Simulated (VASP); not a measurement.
A run of VASP 6.6.1 is set up as follows.

File INCAR:

```
ALGO = Normal
EDIFF = 1E-6
ENCUT = 520
ISIF = 2
ISMEAR = -1
LASPH = T
LCHARG = F
LREAL = F
LWAVE = F
NBANDS = 17
NELM = 60
PREC = Accurate
SIGMA = 0.02
```

Contents of KPOINTS:

```
k-points
0
Gamma
  8 8 8
```

Contents of POSCAR:

```
SnSe
1.0
    0.0000000000      3.0021131538      3.0021131538
    3.0021131538      0.0000000000      3.0021131538
    3.0021131538      3.0021131538      0.0000000000
Sn Se
1 1
Direct
    0.0000000000      0.0000000000      0.0000000000
    0.5000000000      0.5000000000      0.5000000000
```

Potentials or basis: VASP PAW LDA potentials, release 64 (Sn_d, Se).

Run with:

```console
$ cat potpaw_LDA.64/Sn_d/POTCAR potpaw_LDA.64/Se/POTCAR > POTCAR
$ mpirun -np 1 vasp_std > vasp.out
```

(1) Predict the band gap on the k mesh.

(2) Predict the pressure.

Results:

(1) 0.66 eV, direct.

(2) -2.9 GPa.

Caveat: spin-orbit coupling is left out, which moves the levels of the heavy elements.
